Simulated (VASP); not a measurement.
Al:

```
Al
1.0
     0.00000    2.01946    2.01946
     2.01946    0.00000    2.01946
     2.01946    2.01946    0.00000
Al
1
Direct
  0.00000 0.00000 0.00000
```

Base run:

- Program: VASP 6.6.1
- Functional: PBE
- Potentials or basis: VASP PAW PBE potentials, release 64 (Al)
- Cutoff: 500 eV
- k mesh: 9 × 9 × 9
- Occupations: fermi-dirac, width 0.1 eV
- Spin: no spin polarisation

Its results: pressure 0.3 GPa.

**Question.** The run is repeated on the same cell with these changes: functional from PBE to r2SCAN; cutoff from 500 eV to 550 eV. What comes out?

**Answer.** Pressure -3.0 GPa.

Caveats: the PAW data sets were made with another functional, which shifts forces and pressure a little (some runs).
